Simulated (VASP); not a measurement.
ZrO5: single point with PBE

ZrO5:

```
Zr O
1.0
     2.49798    0.00000    0.00000
     0.00000    2.49798    0.00000
     0.00000    0.00000   10.58135
Zr O
1 5
Direct
  0.50000 0.50000 0.00000
  0.50000 0.50000 0.33448
  0.50000 0.50000 0.66552
  0.00000 0.00000 0.17599
  0.00000 0.00000 0.82401
  0.00000 0.00000 0.50000
```

The cell was built from a structure type or drawn by symmetry, and may not be a known phase.

```json
{"Program": "VASP 6.6.1", "Task": "single point", "Functional": "PBE", "Potentials or basis": "VASP PAW PBE potentials, release 64 (Zr_sv, O)", "Cutoff": "520 eV", "k mesh": "6 × 6 × 2", "Occupations": "gaussian, width 0.1 eV", "Spin": "no spin polarisation", "Dipole correction": "no", "Further INCAR settings": "ALGO = Normal; EDIFF = 1e-07; NBANDS = 30"}
```

```yaml
Pressure: -5.7 GPa
Largest_force: 4.525 eV/Å
Band_gap_on_the_k_mesh: zero (bands 21 and 22 overlap by 1.12 eV)
```

Forces on the atoms (eV/Å):
```
Zr   0.000  0.000  0.000
O    0.000  0.000  1.264
O    0.000  0.000 -1.264
O    0.000  0.000 -4.525
O    0.000  0.000  4.525
O    0.000  0.000  0.000
```

Stress tensor (GPa, compression positive):
```
 14.13   0.00   0.00
  0.00  14.13   0.00
  0.00   0.00 -45.44
```

Levels at points of the mesh, in eV from the Fermi level:
```tsv
k point	band 18	band 19	band 20	band 21	band 22	band 23	band 24	band 25
(0.00, 0.00, 0.00)	-0.51	-0.37	0.07	0.07	0.61	0.61	0.72	1.04
(0.50, 0.00, 0.00)	-0.44	0.00	0.06	0.32	0.34	0.52	0.70	0.72
(0.50, 0.50, 0.00)	-1.93	-1.62	-0.77	-0.73	-0.73	-0.72	-0.54	0.44
(0.00, 0.00, 0.50)	-0.34	-0.34	-0.07	-0.07	0.63	0.71	0.71	1.00
(0.50, 0.00, 0.50)	-0.48	0.06	0.23	0.34	0.37	0.52	0.70	0.72
(0.50, 0.50, 0.50)	-1.53	-1.53	-0.93	-0.93	-0.78	-0.75	-0.56	0.46
```

Wall time 39 s on 1 thread of Intel(R) Xeon(R) 6975P-C (Granite Rapids) (shared host), peak memory 0.18 GiB.

Caveat: the k points lie up to 0.42 Å⁻¹ apart, too coarse for converged energies and pressures of a metal; forces of over 1 eV/Å act on the atoms, so gaps and moduli don't describe the material at rest.
